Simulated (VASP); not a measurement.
Al2GaAs3:

```
Al Ga As
1.0
    -1.92681    1.92681    8.17478
     1.92681   -1.92681    8.17478
     1.92681    1.92681   -8.17478
Al Ga As
2 1 3
Direct
  0.83333 0.83333 0.00000
  0.16667 0.16667 0.00000
  0.50000 0.50000 0.00000
  0.41667 0.91667 0.50000
  0.08333 0.58333 0.50000
  0.75000 0.25000 0.50000
```

| Item | Value |
| --- | --- |
| Program | VASP 6.6.1 |
| Task | relaxation of cell and atoms |
| Functional | PBE |
| Potentials or basis | VASP PAW PBE potentials, release 64 (Al, Ga_d, As) |
| Cutoff | 600 eV |
| k mesh | 6 × 6 × 6 |
| Occupations | gaussian, width 0.1 eV |
| Spin | no spin polarisation |

At the start: pressure 14.2 GPa; volume 20.23 Å³/atom.

Task: How do energy, volume and symmetry change on relaxing?

Result: Over 5 steps the energy falls by 131.0 meV/atom and the volume is 23.62 Å³/atom (+16.7 %); space group I-4m2 (No. 119, to 0.1 Å) before and after.

The path:
| step | energy change (eV) | largest force (eV/Å) | pressure (GPa) | volume (Å³) |
| --- | --- | --- | --- | --- |
| 1 | 0.0000 | 0.0981 | 14.20 | 121.40 |
| 2 | -0.5506 | 0.0687 | -4.91 | 155.71 |
| 3 | -0.7857 | 0.0641 | 0.01 | 141.75 |
| 4 | -0.7855 | 0.0642 | -0.17 | 142.17 |
| 5 | -0.7861 | 0.0314 | 0.02 | 141.70 |

Final structure:
```yaml
crystal:
  lattice:
    - [-2.02988, 2.02988, 8.59725]
    - [2.02988, -2.02988, 8.59725]
    - [2.02988, 2.02988, -8.59725]
  atoms:
    - { symbol: Al, position: [0.83338, 0.83338, 0.00000] }
    - { symbol: Al, position: [0.16662, 0.16662, 0.00000] }
    - { symbol: Ga, position: [0.50000, 0.50000, 0.00000] }
    - { symbol: As, position: [0.41631, 0.91631, 0.50000] }
    - { symbol: As, position: [0.08369, 0.58369, 0.50000] }
    - { symbol: As, position: [0.75000, 0.25000, 0.50000] }
```

Caveat: the volume moved by over 15 % at a fixed basis, so the end points are rough.
